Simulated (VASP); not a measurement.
A run of VASP 6.6.1 is set up as follows.

Contents of INCAR:

```
PREC = Accurate ; ENCUT = 500
EDIFF = 1E-8 ; ISMEAR = -1
SIGMA = 0.05 ; LREAL = False
LASPH = True ; NELM = 120
ALGO = Normal ; ISIF = 3
LWAVE = False ; LCHARG = True
GGA = PS ; IBRION = 6
NFREE = 2 ; POTIM = 0.015
NSW = 1 ; GGA_COMPAT = False
```

The input KPOINTS:

```
Automatic mesh
0
Gamma
  10 10 10
```

POSCAR

```
Pd
1.0
    0.0000000000      1.9465000000      1.9465000000
    1.9465000000      0.0000000000      1.9465000000
    1.9465000000      1.9465000000      0.0000000000
Pd
1
Direct
    0.0000000000      0.0000000000      0.0000000000
```

Potentials or basis: VASP PAW PBE potentials, release 64 (Pd).

The run is started by

```console
$ cat potpaw_PBE.64/Pd/POTCAR > POTCAR
$ mpirun -np 1 vasp_std > vasp.out
```

(1) What does it give for the elastic constants C11, C12, C44?

(2) Estimate the Voigt bulk modulus.

Results:

(1) 233, 170, 80 GPa.

(2) 191 GPa.

Caveat: the cell is under stress, which shifts elastic constants; the PAW data sets were made with another functional, which shifts forces and pressure a little.
